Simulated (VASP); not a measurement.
# Y5F (I4/m) in VASP: a series of runs

Runs on Y5F. Level: PBE. Tasks: relaxation of shape and atoms at fixed volume, single point.

All numbers are computed with VASP 6.6.1; they aren't measurements. Logs are shortened: lines on timing, memory, paths and dates and some standing lists are left out, and cuts for length are marked.

**1. The cell of the first run**

It takes space group I4/m (No. 87, tetragonal). The conventional cell has a = 7.716 Å, b = 7.716 Å, c = 4.854 Å, α = 90.00°, β = 90.00°, γ = 90.00°. Within 3.2 Å of Y (site symmetry m) lie 1 F at 2.46 Å. Within 3.2 Å of Y (site symmetry 4/m) lie 2 F at 2.43 Å. F (site symmetry 4/m) has 6 Y at 2.43 to 2.46 Å within 3.2 Å.

**2. Relaxation of shape and atoms at fixed volume, PBE (24.08 Å³/atom)**

The input, INCAR:

```
SYSTEM = Y5F
  PREC = Accurate
  ENCUT = 600
  EDIFF = 1E-6
  ISMEAR = 0
  SIGMA = 0.1
  LREAL = .False.
  LASPH = .True.
  NELM = 100
  ALGO = Normal
  ISIF = 4
  LWAVE = .False.
  LCHARG = .False.
  GGA = PE
  IBRION = 2
  NSW = 50
  EDIFFG = -0.01
```

The input, KPOINTS:

```
Automatic mesh
0
Gamma
  8 8 8
  0 0 0
```

The input, POSCAR:

```
Y5F
1.0
   -3.8581855195      3.8581855195      2.4269844524
    3.8581855195     -3.8581855195      2.4269844524
    3.8581855195      3.8581855195     -2.4269844524
Y F
5 1
Direct
    0.8997296918      0.6979978429      0.5977275347
    0.1002703082      0.3020021571      0.4022724653
    0.3020021571      0.8997296918      0.2017318490
    0.6979978429      0.1002703082      0.7982681510
    0.5000000000      0.5000000000      0.0000000000
    0.0000000000      0.0000000000      0.0000000000
```

Potentials or basis: VASP PAW PBE potentials, release 64 (Y_sv, F).

Command:

```
$ cat potpaw_PBE.64/Y_sv/POTCAR potpaw_PBE.64/F/POTCAR > POTCAR
$ mpirun -np 1 vasp_std > vasp.out
```

OUTCAR:

```text
SYSTEM = Y5F
   PREC = Accurate
   ENCUT = 600
   EDIFF = 1E-6
   ISMEAR = 0
   LREAL = .False.
   LASPH = .True.
   NELM = 100
   ISIF = 4
   GGA = PE
   IBRION = 2
   NSW = 50
   EDIFFG = -0.01

 ion  position               nearest neighbor table
   1  0.900  0.698  0.598-   6 2.46   2 3.43   3 3.43   4 3.43   3 3.43   4 3.43   5 3.44   2 3.45
                             2 3.45   5 3.45   5 3.45   4 3.47   3 3.47
   2  0.100  0.302  0.402-   6 2.46   1 3.43   4 3.43   3 3.43   4 3.43   3 3.43   5 3.44   1 3.45
                             1 3.45   5 3.45   5 3.45   3 3.47   4 3.47
   3  0.302  0.900  0.202-   6 2.46   4 3.43   1 3.43   2 3.43   1 3.43   2 3.43   5 3.44   4 3.45
                             4 3.45   5 3.45   5 3.45   2 3.47   1 3.47
   4  0.698  0.100  0.798-   6 2.46   3 3.43   2 3.43   1 3.43   2 3.43   1 3.43   5 3.44   3 3.45
                             3 3.45   5 3.45   5 3.45   1 3.47   2 3.47
   5  0.500  0.500  0.000-   6 2.43   6 2.43   2 3.44   1 3.44   4 3.44   3 3.44   2 3.45   2 3.45
                             1 3.45   1 3.45   3 3.45   4 3.45   3 3.45   4 3.45
   6  0.000  0.000  0.000-   5 2.43   5 2.43   1 2.46   2 2.46   3 2.46   4 2.46

  LATTYP: Found a body centered tetragonal cell.
 ALAT       =     7.7163710390
 C/A-ratio  =     0.6290481471

  Lattice vectors:

 A1 = (  -3.8581855195,   3.8581855195,   2.4269844524)
 A2 = (   3.8581855195,  -3.8581855195,   2.4269844524)
 A3 = (   3.8581855195,   3.8581855195,  -2.4269844524)

Analysis of symmetry for initial positions (statically):
=====================================================================
 Subroutine PRICEL returns:
 Original cell was already a primitive cell.

 Routine SETGRP: Setting up the symmetry group for a
 body centered tetragonal supercell.

 Subroutine GETGRP returns: Found  8 space group operations
 (whereof  8 operations were pure point group operations)
 out of a pool of 16 trial point group operations.

The static configuration has the point symmetry C_4h.

Analysis of symmetry for dynamics (positions and initial velocities):
=====================================================================
 Subroutine PRICEL returns:
 Original cell was already a primitive cell.

 Routine SETGRP: Setting up the symmetry group for a
 body centered tetragonal supercell.

 Subroutine GETGRP returns: Found  8 space group operations
 (whereof  8 operations were pure point group operations)
 out of a pool of 16 trial point group operations.

The dynamic configuration has the point symmetry C_4h.

 Subroutine INISYM returns: Found  8 space group operations
 (whereof  8 operations are pure point group operations),
 and found     1 'primitive' translations

----------------------------------------------------------------------------------------

                                     Primitive cell

  volume of cell :     144.5084

  direct lattice vectors                    reciprocal lattice vectors
    -3.858185520  3.858185520  2.426984452     0.000000000  0.129594598  0.206016977
     3.858185520 -3.858185520  2.426984452     0.129594598  0.000000000  0.206016977
     3.858185520  3.858185520 -2.426984452     0.129594598  0.129594598  0.000000000

  length of vectors
     5.971720400  5.971720400  5.971720400     0.243388074  0.243388074  0.183274438

  position of ions in fractional coordinates (direct lattice)
     0.899729692  0.697997843  0.597727535
     0.100270308  0.302002157  0.402272465
     0.302002157  0.899729692  0.201731849
     0.697997843  0.100270308  0.798268151
     0.500000000  0.500000000  0.000000000
     0.000000000  0.000000000  0.000000000

  ion indices of the primitive-cell ions
   primitive index   ion index
                 1           1
                 2           2
                 3           3
                 4           4
                 5           5
                 6           6

----------------------------------------------------------------------------------------

 KPOINTS: Automatic mesh

Automatic generation of k-mesh.
 Grid dimensions read from file:
 generate k-points for:    8    8    8

 Generating k-lattice:

  Cartesian coordinates                     Fractional coordinates (reciprocal lattice)
     0.000000000  0.016199325  0.025752122     0.125000000  0.000000000 -0.000000000
     0.016199325  0.000000000  0.025752122     0.000000000  0.125000000 -0.000000000
     0.016199325  0.016199325  0.000000000     0.000000000  0.000000000  0.125000000

  Length of vectors
     0.030423509  0.030423509  0.022909305

  Shift w.r.t. Gamma in fractional coordinates (k-lattice)
     0.000000000  0.000000000  0.000000000

 Subroutine IBZKPT returns following result:
 ===========================================

 Found     78 irreducible k-points:

 Following reciprocal coordinates:
            Coordinates               Weight
  0.000000  0.000000  0.000000      1.000000
  0.125000 -0.000000  0.000000      8.000000
  0.250000 -0.000000  0.000000      8.000000
  0.375000 -0.000000  0.000000      8.000000
  0.500000 -0.000000  0.000000      4.000000
  0.125000  0.125000  0.000000      8.000000
[... 16 lines left out ...]
 -0.375000  0.250000  0.000000      8.000000
 -0.250000  0.375000 -0.000000      8.000000
 [... further k-points ...]
   k-points           NKPTS =     78   k-points in BZ     NKDIM =     78   number of bands    NBANDS=     37
   number of dos      NEDOS =    301   number of ions     NIONS =      6
   total plane-waves  NPLWV = 110592
   dimension x,y,z NGX =    48 NGY =   48 NGZ =   48
   dimension x,y,z NGXF=    96 NGYF=   96 NGZF=   96
   ions per type =               5   1
   NGX,Y,Z   is equivalent  to a cutoff of  13.36, 13.36, 13.36 a.u.
   NGXF,Y,Z  is equivalent  to a cutoff of  26.73, 26.73, 26.73 a.u.
 SYSTEM =  Y5F
   PREC   = accura    normal or accurate (medium, high low for compatibility)
   ISTART =      0    job   : 0-new  1-cont  2-samecut
   ICHARG =      2    charge: 1-file 2-atom 10-const
   ISPIN  =      1    spin polarized calculation?
   LNONCOLLINEAR =      F non collinear calculations
   LSORBIT =      F    spin-orbit coupling
   LASPH  =      T    aspherical Exc in radial PAW
   ENCUT  =  600.0 eV  44.10 Ry    6.64 a.u.  11.93 11.93 11.93*2*pi/ulx,y,z
   NELM   =    100;   NELMIN=  2; NELMDL= -5     # of ELM steps
   EDIFF  = 0.1E-05   stopping-criterion for ELM
   LREAL  =      F    real-space projection
   EDIFFG = -.1E-01   stopping-criterion for IOM
   NSW    =     50    number of steps for IOM
   IBRION =      2    ionic relax: 0-MD 1-quasi-New 2-CG
   NFREE  =      1    steps in history (QN), initial steepest desc. (CG)
   ISIF   =      4    stress and relaxation
   ISYM   =      2    0-nonsym 1-usesym 2-fastsym
   POTIM  = 0.5000    time-step for ionic-motion
   TEBEG  =    0.0;   TEEND  =   0.0 temperature during run
   PSTRESS=    0.0 pullay stress
   NELECT =      62.0000    total number of electrons
   NUPDOWN=      -1.0000    fix difference up-down
   EMIN   =  10.00;   EMAX   =-10.00  energy-range for DOS
   EFERMI =   0.00;   METHOD = LEGACY
   ISMEAR =     0;   SIGMA  =   0.10  broadening in eV -4-tet -1-fermi 0-gaus
   EFERMI_NEDOS =   21; number of points for ismear=-14 and -15
   IALGO  =     38    algorithm
   IMIX   =      4    mixing-type and parameters
     AMIX     =   0.40;   BMIX     =  1.00
     AMIX_MAG =   1.60;   BMIX_MAG =  1.00
  volume/ion in A,a.u.               =      24.08       162.53
  Fermi-wavevector in a.u.,A,eV,Ry     =   1.234737  2.333314 20.743096  1.524575
  Thomas-Fermi vector in A             =   2.369415
   LORBIT       =      0    0 simple, 1 ext, 2 COOP (PROOUT), +10 PAW based schemes
   GGA     = PE    functional components
   LHFCALC =     F    Hartree Fock is set to
   AEXX    =    0.0000 exact exchange contribution
   IVDW    =     0    specifies the selected vdW correction
   LEPSILON=     F    determine dielectric tensor
   LRPA    =     F    only Hartree local field effects (RPA)
 conjugate gradient relaxation of ions
 non-spin polarized calculation
 Gauss-broadening in eV      SIGMA  =   0.10
  energy-cutoff  :      600.00
  volume of cell :      144.51
 maximum number of plane-waves:      4866
   NGX = 23   NGY = 23   NGZ = 23

--------------------------------------- Ionic step        1  -------------------------------------------

 number of electron      61.9999993 magnetization

 Free energy of the ion-electron system (eV)
  ---------------------------------------------------
  ext. energy  EPLUGINS =         0.00000000
  ---------------------------------------------------
  free energy    TOTEN  =       -38.17888708 eV

  energy without entropy =      -38.14581102  energy(sigma->0) =      -38.16234905

------------------------ aborting loop because EDIFF is reached ----------------------------------------

  FORCE on cell =-STRESS in cart. coord.  units (eV):
  Direction    XX          YY          ZZ          XY          YZ          ZX
  --------------------------------------------------------------------------------------
  -------------------------------------------------------------------------------------
  Total        6.4410783      6.4410783      6.3465128     -0.0000002     -0.0000000      0.0000000
  in kB       71.4127838     71.4127838     70.3643284     -0.0000017     -0.0000000      0.0000000
  external PRESSURE =      71.0632986 kB  Pullay stress =       0.0000000 kB
[... 185 lines left out ...]
  energy  without entropy=      -38.1461010334  energy(sigma->0) =      -38.16272110

--------------------------------------- Ionic step        6  -------------------------------------------

 number of electron      61.9999993 magnetization

 Free energy of the ion-electron system (eV)
  ---------------------------------------------------
  ext. energy  EPLUGINS =         0.00000000
  ---------------------------------------------------
  free energy    TOTEN  =       -38.17936323 eV

  energy without entropy =      -38.14613158  energy(sigma->0) =      -38.16274740

 E-fermi :   4.1996     XC(G=0): -10.2046

 val. band max:        4.1962663750   @ k =  -0.1250   0.3750   0.1250
 cond. band min:       4.2049316134   @ k =   0.5000   0.3750  -0.2500
 fundamental gap:      0.0086652384
 Fermi energy:         4.1995563902

 k-point     1 :       0.0000    0.0000    0.0000
  band No.  band energies     occupation
      1     -38.3153      2.00000
      2     -38.1929      2.00000
      3     -38.1214      2.00000
      4     -38.1214      2.00000
      5     -38.1213      2.00000
      6     -23.0403      2.00000
[... 949 lines left out ...]
     36       5.5347      0.00000
     37       6.2677      0.00000

 [... further k-points ...]
[... 5 lines left out ...]
  --------------------------------------------------------------------------------------
  -------------------------------------------------------------------------------------
  Total        6.3814835      6.3814835      6.3954103     -0.0000002     -0.0000000     -0.0000000
  in kB       70.7520505     70.7520505     70.9064585     -0.0000018     -0.0000000     -0.0000000
  external PRESSURE =      70.8035198 kB  Pullay stress =       0.0000000 kB
[... 21 lines left out ...]
  FREE ENERGIE OF THE ION-ELECTRON SYSTEM (eV)
  ---------------------------------------------------
  free  energy   TOTEN  =       -38.1793632251 eV

  energy  without entropy=      -38.1461315846  energy(sigma->0) =      -38.16274740

 reached required accuracy - stopping structural energy minimisation
```

Run time: 13 min. Hardware: 1 thread of Intel Xeon 6975P-C (Granite Rapids), shared host; peak memory 0.63 GiB.

What came out:

```
Free energy                  : -38.1794 eV
Energy gained by relaxing    : 0.1 meV/atom
Ionic steps                  : 6
Pressure after relaxing      : 7.1 GPa
Largest force after relaxing : 0.007 eV/Å
Band gap on the k mesh       : zero (bands 31 and 32 overlap by 0.52 eV)
```

Forces in eV/Å, atoms in the order of the input:
```
Y    0.004 -0.006  0.000
Y   -0.004  0.006  0.000
Y   -0.006 -0.004  0.000
Y    0.006  0.004  0.000
Y    0.000  0.000  0.000
F    0.000  0.000  0.000
```

The path:
| step | energy change (eV) | largest force (eV/Å) | pressure (GPa) | volume (Å³) |
| --- | --- | --- | --- | --- |
| 1 | 0.0000 | 0.0412 | 7.11 | 144.51 |
| 2 | -0.0003 | 0.0247 | 7.10 | 144.51 |
| 3 | -0.0005 | 0.0102 | 7.08 | 144.51 |
| 4 | -0.0005 | 0.0102 | 7.08 | 144.51 |
| 5 | -0.0005 | 0.0104 | 7.08 | 144.51 |
| 6 | -0.0005 | 0.0070 | 7.08 | 144.51 |

Final structure:
```
Y F
1.0
    -3.86066    3.86066    2.42387
     3.86066   -3.86066    2.42387
     3.86066    3.86066   -2.42387
Y F
5 1
Direct
  0.89928 0.69750 0.59678
  0.10073 0.30250 0.40322
  0.30250 0.89928 0.20177
  0.69750 0.10073 0.79823
  0.50000 0.50000 0.00000
  0.00000 0.00000 0.00000
```

**3. Single point, PBE (30.11 Å³/atom)**

This run uses another cell than the first one, of 30.11 Å³/atom.

The input, INCAR:

```
SYSTEM = Y5F
  PREC = Accurate
  ENCUT = 520
  EDIFF = 1E-6
  ISMEAR = 0
  SIGMA = 0.1
  LREAL = .FALSE.
  LASPH = .TRUE.
  NELM = 100
  ALGO = Normal
  ISIF = 2
  LWAVE = .FALSE.
  LCHARG = .TRUE.
  GGA = PE
  LELF = .TRUE.
  LVHAR = .TRUE.
  NBANDS = 40
```

The input, KPOINTS:

```
Automatic mesh
0
G
  8 8 8
  0 0 0
```

The input, POSCAR:

```
Y5F
1.0
   -4.1573681807      4.1573681807      2.6128004673
    4.1573681807     -4.1573681807      2.6128004673
    4.1573681807      4.1573681807     -2.6128004673
Y F
5 1
Direct
    0.9020076849      0.6997321039      0.6017397888
    0.0979923151      0.3002678961      0.3982602112
    0.3002678961      0.9020076849      0.2022755810
    0.6997321039      0.0979923151      0.7977244190
    0.5000000000      0.5000000000      0.0000000000
    0.0000000000      0.0000000000      0.0000000000
```

Potentials or basis: VASP PAW PBE potentials, release 64 (Y_sv, F).

Command:

```
$ cat potpaw_PBE.64/Y_sv/POTCAR potpaw_PBE.64/F/POTCAR > POTCAR
$ mpirun -np 1 vasp_std > vasp.out
```

It took 9.1 min on 1 thread of Intel Xeon Platinum 8259CL at 2.50GHz (Skylake/Cascade Lake), shared host; peak memory 0.64 GiB.

It converged, with:

- Free energy: -38.3660 eV
- Pressure: -3.8 GPa
- Largest force: 0.003 eV/Å
- Band gap on the k mesh: zero (bands 31 and 32 overlap by 0.43 eV)

Forces in eV/Å, atoms in the order of the input:
```
Y   -0.003 -0.002  0.000
Y    0.003  0.002  0.000
Y   -0.002  0.003  0.000
Y    0.002 -0.003  0.000
Y    0.000  0.000  0.000
F    0.000  0.000  0.000
```

Levels at points of the mesh, in eV from the Fermi level:
```
           k point  band 27  band 28  band 29  band 30  band 31  band 32  band 33  band 34  band 35  band 36
(0.00, 0.00, 0.00)    -0.76    -0.76    -0.19    -0.19    -0.02     0.04     0.18     0.38     0.66     0.66
(0.50, 0.00, 0.00)    -1.52    -0.76    -0.63     0.04     0.08     0.14     0.38     0.39     0.69     1.01
(0.50, 0.50, 0.00)    -1.25    -0.83    -0.51    -0.46    -0.07     0.29     0.53     0.55     0.90     0.96
(0.50, 0.50, 0.50)    -2.00    -1.73    -0.84    -0.28    -0.22    -0.22    -0.04     0.11     1.08     1.50
```

Caveat: the cell stands under tension.
